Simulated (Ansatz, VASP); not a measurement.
## One calculation of B4C3, two programs

```
B C
1.0
     3.85521    0.00000    0.00000
     0.00000    3.85521    0.00000
     0.00000    0.00000    3.85521
B C
4 3
Direct
  0.20000 0.20000 0.80000
  0.80000 0.80000 0.80000
  0.20000 0.80000 0.20000
  0.80000 0.20000 0.20000
  0.00000 0.00000 0.50000
  0.50000 0.00000 0.00000
  0.00000 0.50000 0.00000
```

Alike in both runs: task single point; functional PBE; k mesh 4 × 4 × 4; occupations gaussian, width 0.1 eV; collinear spin.

```csv
,VASP,Ansatz
version,VASP 6.6.1,Ansatz 0.2.0
potentials or method,"VASP PAW PBE potentials, release 64 (B, C), cutoff 520 eV","scalar-relativistic, plane waves, PAW"
valence electrons in the cell,24,24
```

```csv
,VASP,Ansatz,Ansatz less VASP
gap on the k mesh at the Fermi level (eV),none,none,-
pressure (GPa),0.7,0.5,-0.18
rms of the force components (eV/Å),0.100,0.097,-0.0025
net moment per atom (μB),0.00,0.00,0.000
```

Atom by atom the forces differ by 0.003 eV/Å (rms over components). A gap of «none» marks a metal or a gap that the smearing closes. Ansatz's warnings: seeded moment not kept.

The k mesh is coarse, so the values compare programs but aren't converged.
